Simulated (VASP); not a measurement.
Set up this calculation in VASP 6.6.1, as the native input.

* Task: single point
* Functional: PBE
* Potentials or basis: VASP PAW PBE potentials, release 64 (Br)
* Cutoff: 520 eV
* k mesh: 16 × 12 × 6
* Occupations: gaussian, width 0.1 eV
* Spin: no spin polarisation
* Dipole correction: no
* Further INCAR settings: ALGO = Fast; EDIFF = 1e-06; NBANDS = 14

The structure of Br lies in POSCAR:

```
Br
1.0
    2.6237105964      0.0000000000      0.0000000000
    0.0000000000      3.4107488956      0.0000000000
    0.0000000000      0.0000000000      8.7878963249
Br
2
Direct
    0.0000000000      0.0000000000      0.0000000000
    0.5000000000      0.5000000000      0.5000000000
```

This cell differs from its parent crystal: uniaxial strain along c: -1.0 %.

These files were run (other wordings do the same):

INCAR

```
SYSTEM = Br
  ALGO = Fast
  EDIFF = 1E-6
  ENCUT = 520
  GGA = PE
  ISIF = 2
  ISMEAR = 0
  LASPH = .True.
  LCHARG = .True.
  LELF = .True.
  LREAL = .False.
  LVHAR = .True.
  LWAVE = .False.
  NBANDS = 14
  NELM = 60
  PREC = Accurate
  SIGMA = 0.1
```

KPOINTS

```
k-points
0
Gamma
  16 12 6
  0 0 0
```

Potentials or basis: VASP PAW PBE potentials, release 64 (Br).

Launch:

```sh
$ cat potpaw_PBE.64/Br/POTCAR > POTCAR
$ mpirun -np 1 vasp_std > vasp.out
```

It gave:

| Property | Result |
| --- | --- |
| Pressure | -0.3 GPa |
| Band gap on the k mesh | zero (bands 7 and 8 overlap by 5.22 eV) |

Caveat: the cell differs from its parent crystal (uniaxial strain along c: -1.0 %); this functional lacks dispersion, which binds layers or chains, so the pressure and a relaxed spacing across them are unreliable.

Run time: 3.8 min on 1 thread of Oxide Virtual Turin-like Processor, on a shared host, peak memory 0.32 GiB.
